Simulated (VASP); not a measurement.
# WBr4F2 (P1) in VASP: relaxation of cell and atoms with PBE

Aim: the relaxation of cell and atoms of WBr4F2 with PBE.

All numbers are computed with VASP 6.6.1; they aren't measurements. Logs are shortened: lines on timing, memory, paths and dates and some standing lists are left out, and cuts for length are marked.

### 1 The cell of the first run

The typed cell holds 7 atoms: a = 6.721 Å, b = 6.899 Å, c = 6.855 Å, α = 97.23°, β = 116.12°, γ = 115.77°.

### 2 Relaxation of cell and atoms, PBE

INCAR

```
PREC = Accurate
ENCUT = 600
EDIFF = 1E-6
ISMEAR = 0
SIGMA = 0.1
LREAL = False
LASPH = True
NELM = 60
ALGO = Normal
ISIF = 3
LWAVE = False
LCHARG = False
GGA = PE
IBRION = 2
NSW = 80
EDIFFG = -0.025
```

KPOINTS

```
regular mesh
0
Gamma
  4 2 2
```

POSCAR

```
WBr4F2
1.0
   -6.7143888150     -0.2094151867      0.1959993894
    3.1854726342     -6.1141226126     -0.2618208356
    3.1116372315      2.3536591129      5.6363975762
W Br F
1 4 2
Direct
    0.0288266645     -0.0095195113      0.9941445882
    0.0908301578      0.8135346462      0.3015442145
    0.5137051967      0.6719669789      0.8065475844
    0.8822721117      0.2063679025      0.7199535119
    0.4753196566      0.3077662570      0.1878538349
   -0.0101851173      0.8159513853      0.7674675723
    1.0192313300      0.1939323412      0.2224886939
```

Potentials or basis: VASP PAW PBE potentials, release 64 (W_sv, Br, F).

Run with:

```bash
cat potpaw_PBE.64/W_sv/POTCAR potpaw_PBE.64/Br/POTCAR potpaw_PBE.64/F/POTCAR > POTCAR
mpirun -np 1 vasp_std > vasp.out
```

OUTCAR:

```text
PREC = Accurate
   ENCUT = 600
   EDIFF = 1E-6
   ISMEAR = 0
   LREAL = False
   LASPH = True
   NELM = 60
   ISIF = 3
   GGA = PE
   IBRION = 2
   NSW = 80
   EDIFFG = -0.025

 ion  position               nearest neighbor table
   1  0.029  0.990  0.994-   6 1.68   7 2.01   5 2.37   2 2.53   4 2.66   3 2.69
   2  0.091  0.814  0.302-   1 2.53
   3  0.514  0.672  0.807-   1 2.69
   4  0.882  0.206  0.720-   1 2.66
   5  0.475  0.308  0.188-   1 2.37
   6  0.990  0.816  0.767-   1 1.68
   7  0.019  0.194  0.222-   1 2.01

  LATTYP: Found a triclinic cell.
 ALAT       =     6.8531289880
 B/A-ratio  =     1.4706740474
 C/A-ratio  =     1.0002724848
 COS(alpha) =     0.0068739196
 COS(beta)  =     0.4418183604
 COS(gamma) =     0.7483677857

  Lattice vectors:

 A1 = (   0.4172789493,   3.9698786864,  -5.5705761300)
 A2 = (   7.1316677643,   4.1792938731,  -5.7665755194)
 A3 = (  -3.1116372315,  -2.3536591129,  -5.6363975762)

Analysis of symmetry for initial positions (statically):
=====================================================================
 Subroutine PRICEL returns:
 Original cell was already a primitive cell.

 Routine SETGRP: Setting up the symmetry group for a
 triclinic supercell.

 Subroutine GETGRP returns: Found  1 space group operations
 (whereof  1 operations were pure point group operations)
 out of a pool of  2 trial point group operations.

The static configuration has the point symmetry C_1 .

Analysis of symmetry for dynamics (positions and initial velocities):
=====================================================================
 Subroutine PRICEL returns:
 Original cell was already a primitive cell.

 Routine SETGRP: Setting up the symmetry group for a
 triclinic supercell.

 Subroutine GETGRP returns: Found  1 space group operations
 (whereof  1 operations were pure point group operations)
 out of a pool of  2 trial point group operations.

The dynamic configuration has the point symmetry C_1 .

 Subroutine INISYM returns: Found  1 space group operations
 (whereof  1 operations are pure point group operations),
 and found     1 'primitive' translations

----------------------------------------------------------------------------------------

                                     Primitive cell

  volume of cell :     236.3801

  direct lattice vectors                    reciprocal lattice vectors
    -6.714388815 -0.209415187  0.195999389    -0.143182083 -0.079402983  0.112202563
     3.185472634 -6.114122613 -0.261820836     0.006945015 -0.162682268  0.064099140
     3.111637232  2.353659113  5.636397576     0.005301604 -0.004795735  0.176494089

  length of vectors
     6.720512454  6.899150772  6.854996362     0.198482638  0.174992724  0.176638811

  position of ions in fractional coordinates (direct lattice)
     0.028826665  0.990480489  0.994144588
     0.090830158  0.813534646  0.301544214
     0.513705197  0.671966979  0.806547584
     0.882272112  0.206367902  0.719953512
     0.475319657  0.307766257  0.187853835
     0.989814883  0.815951385  0.767467572
     0.019231330  0.193932341  0.222488694

  ion indices of the primitive-cell ions
   primitive index   ion index
                 1           1
                 2           2
                 3           3
                 4           4
                 5           5
                 6           6
                 7           7

----------------------------------------------------------------------------------------

 KPOINTS: regular mesh

Automatic generation of k-mesh.
 Grid dimensions read from file:
 generate k-points for:    4    2    2

 Generating k-lattice:

  Cartesian coordinates                     Fractional coordinates (reciprocal lattice)
    -0.035795521 -0.019850746  0.028050641     0.250000000 -0.000000000  0.000000000
     0.003472507 -0.081341134  0.032049570    -0.000000000  0.500000000 -0.000000000
     0.002650802 -0.002397868  0.088247045     0.000000000  0.000000000  0.500000000

  Length of vectors
     0.049620660  0.087496362  0.088319406

  Shift w.r.t. Gamma in fractional coordinates (k-lattice)
     0.000000000  0.000000000  0.000000000

 Subroutine IBZKPT returns following result:
 ===========================================

 Found     12 irreducible k-points:

 Following reciprocal coordinates:
            Coordinates               Weight
  0.000000  0.000000  0.000000      1.000000
  0.250000  0.000000  0.000000      2.000000
  0.500000  0.000000  0.000000      1.000000
  0.000000  0.500000  0.000000      1.000000
  0.250000  0.500000  0.000000      2.000000
  0.500000  0.500000  0.000000      1.000000
  0.000000 -0.000000  0.500000      1.000000
  0.250000  0.000000  0.500000      2.000000
  0.500000  0.000000  0.500000      1.000000
 -0.000000  0.500000  0.500000      1.000000
  0.250000  0.500000  0.500000      2.000000
  0.500000  0.500000  0.500000      1.000000
   k-points           NKPTS =     12   k-points in BZ     NKDIM =     12   number of bands    NBANDS=     33
   number of dos      NEDOS =    301   number of ions     NIONS =      7
   total plane-waves  NPLWV = 169344
   dimension x,y,z NGX =    54 NGY =   56 NGZ =   56
   dimension x,y,z NGXF=   108 NGYF=  112 NGZF=  112
   ions per type =               1   4   2
   NGX,Y,Z   is equivalent  to a cutoff of  13.36, 13.49, 13.58 a.u.
   NGXF,Y,Z  is equivalent  to a cutoff of  26.72, 26.99, 27.16 a.u.
 SYSTEM =  unknown system
   PREC   = accura    normal or accurate (medium, high low for compatibility)
   ISTART =      0    job   : 0-new  1-cont  2-samecut
   ICHARG =      2    charge: 1-file 2-atom 10-const
   ISPIN  =      1    spin polarized calculation?
   LNONCOLLINEAR =      F non collinear calculations
   LSORBIT =      F    spin-orbit coupling
   LASPH  =      T    aspherical Exc in radial PAW
   ENCUT  =  600.0 eV  44.10 Ry    6.64 a.u.  13.42 13.78 13.69*2*pi/ulx,y,z
   NELM   =     60;   NELMIN=  2; NELMDL= -5     # of ELM steps
   EDIFF  = 0.1E-05   stopping-criterion for ELM
   LREAL  =      F    real-space projection
   EDIFFG = -.3E-01   stopping-criterion for IOM
   NSW    =     80    number of steps for IOM
   IBRION =      2    ionic relax: 0-MD 1-quasi-New 2-CG
   NFREE  =      1    steps in history (QN), initial steepest desc. (CG)
   ISIF   =      3    stress and relaxation
   ISYM   =      2    0-nonsym 1-usesym 2-fastsym
   POTIM  = 0.5000    time-step for ionic-motion
   TEBEG  =    0.0;   TEEND  =   0.0 temperature during run
   PSTRESS=    0.0 pullay stress
   NELECT =      56.0000    total number of electrons
   NUPDOWN=      -1.0000    fix difference up-down
   EMIN   =  10.00;   EMAX   =-10.00  energy-range for DOS
   EFERMI =   0.00;   METHOD = LEGACY
   ISMEAR =     0;   SIGMA  =   0.10  broadening in eV -4-tet -1-fermi 0-gaus
   EFERMI_NEDOS =   21; number of points for ismear=-14 and -15
   IALGO  =     38    algorithm
   IMIX   =      4    mixing-type and parameters
     AMIX     =   0.40;   BMIX     =  1.00
     AMIX_MAG =   1.60;   BMIX_MAG =  1.00
  volume/ion in A,a.u.               =      33.77       227.88
  Fermi-wavevector in a.u.,A,eV,Ry     =   1.012979  1.914253 13.961306  1.026127
  Thomas-Fermi vector in A             =   2.146121
   LORBIT       =      0    0 simple, 1 ext, 2 COOP (PROOUT), +10 PAW based schemes
   GGA     = PE    functional components
   LHFCALC =     F    Hartree Fock is set to
   AEXX    =    0.0000 exact exchange contribution
   IVDW    =     0    specifies the selected vdW correction
   LEPSILON=     F    determine dielectric tensor
   LRPA    =     F    only Hartree local field effects (RPA)
 conjugate gradient relaxation of ions
 non-spin polarized calculation
 Gauss-broadening in eV      SIGMA  =   0.10
  energy-cutoff  :      600.00
  volume of cell :      236.38
 maximum number of plane-waves:      7910
 NGX is ok and might be reduce to    54
   NGX = 27   NGY = 27   NGZ = 27

--------------------------------------- Ionic step        1  -------------------------------------------

 number of electron      56.0000006 magnetization

 Free energy of the ion-electron system (eV)
  ---------------------------------------------------
  ext. energy  EPLUGINS =         0.00000000
  ---------------------------------------------------
  free energy    TOTEN  =       -30.08064425 eV

  energy without entropy =      -30.08064316  energy(sigma->0) =      -30.08064370

------------------------ aborting loop because EDIFF is reached ----------------------------------------

  FORCE on cell =-STRESS in cart. coord.  units (eV):
  Direction    XX          YY          ZZ          XY          YZ          ZX
  --------------------------------------------------------------------------------------
  -------------------------------------------------------------------------------------
  Total        3.4133261     -3.5346460      2.2041413     -2.4788089     -4.8459179      4.3914666
  in kB       23.1354274    -23.9577304     14.9396073    -16.8012966    -32.8454941     29.7652364
  external PRESSURE =       4.7057681 kB  Pullay stress =       0.0000000 kB
[... 104 lines left out ...]
  FREE ENERGIE OF THE ION-ELECTRON SYSTEM (eV)
  ---------------------------------------------------
  free  energy   TOTEN  =       -30.8745285083 eV

  energy  without entropy=      -30.8745285026  energy(sigma->0) =      -30.87452851

[... ionic steps 4 to 55 ...]

--------------------------------------- Ionic step       56  -------------------------------------------

 number of electron      56.0000003 magnetization

------------------------ aborting loop because EDIFF is reached ----------------------------------------

  FORCE on cell =-STRESS in cart. coord.  units (eV):
  Direction    XX          YY          ZZ          XY          YZ          ZX
  --------------------------------------------------------------------------------------
  -------------------------------------------------------------------------------------
  Total       -0.0409920     -0.0278340      0.0057963      0.0090882     -0.0141334      0.0105315
  in kB       -0.2755336     -0.1870905      0.0389607      0.0610873     -0.0949998      0.0707889
  external PRESSURE =      -0.1412211 kB  Pullay stress =       0.0000000 kB
[... 67 lines left out ...]
  energy  without entropy=      -31.6212544766  energy(sigma->0) =      -31.62125448

--------------------------------------- Ionic step       58  -------------------------------------------

 number of electron      56.0000003 magnetization

 Free energy of the ion-electron system (eV)
  ---------------------------------------------------
  ext. energy  EPLUGINS =         0.00000000
  ---------------------------------------------------
  free energy    TOTEN  =       -31.62131412 eV

  energy without entropy =      -31.62131412  energy(sigma->0) =      -31.62131412

 E-fermi :  -1.3335     XC(G=0):  -7.0245

 val. band max:       -1.8245878862   @ k =  -0.0000   0.5000   0.5000
 cond. band min:      -0.8127376146   @ k =   0.5000   0.5000   0.5000
 fundamental gap:      1.0118502716
 Fermi energy:        -1.3334531115

 k-point     1 :       0.0000    0.0000    0.0000
  band No.  band energies     occupation
      1     -77.4326      2.00000
      2     -41.8045      2.00000
      3     -41.4051      2.00000
      4     -41.4044      2.00000
      5     -24.9375      2.00000
      6     -24.1819      2.00000
[... 455 lines left out ...]
  FREE ENERGIE OF THE ION-ELECTRON SYSTEM (eV)
  ---------------------------------------------------
  free  energy   TOTEN  =       -31.6213141199 eV

  energy  without entropy=      -31.6213141199  energy(sigma->0) =      -31.62131412

 reached required accuracy - stopping structural energy minimisation
```

Run time: 34 min. Hardware: 1 thread of Intel Xeon 6975P-C (Granite Rapids), shared host; peak memory 0.55 GiB.

Results:

```yaml
Free_energy: -31.6213 eV
Relaxed_volume: 34.03 Å³/atom
Relaxed_cell: a = 6.903 Å, b = 6.913 Å, c = 6.769 Å, α = 97.23°, β = 115.93°, γ = 116.55°
Space_group_after_relaxing_to_0.1_Å: P-1 (No. 2)
Pressure_after_relaxing: 0.0 GPa
Largest_force_after_relaxing: 0.011 eV/Å
Band_gap_on_the_k_mesh: 1.01 eV (least direct gap 1.20 eV)
```

Forces on the atoms (eV/Å):
```
W   -0.008 -0.006 -0.001
Br   0.002 -0.001  0.010
Br   0.007  0.006 -0.005
Br   0.009  0.002  0.004
Br  -0.005  0.001  0.000
F    0.000  0.000  0.001
F   -0.006 -0.002 -0.009
```

Final structure:
```xyz
7
Lattice="-6.8934 -0.2131 0.2881 3.2687 -6.0828 -0.3191 3.1222 2.3561 5.5251" Properties=species:S:1:pos:R:3 pbc="T T T"
W    -6.8923   -0.2131    0.2886
Br    2.7093   -4.3319    1.3228
Br    1.1646   -2.4446    4.4649
Br   -3.2251    0.3968    4.1609
Br   -1.6564   -1.5028    1.0360
F    -1.8259   -3.2673    4.3387
F     1.3251   -0.6698    1.1587
```

Caveat: the k points lie up to 0.47 Å⁻¹ apart in the final cell; spin-orbit coupling is left out, which moves the levels of the heavy elements. A k mesh can miss the band edges.
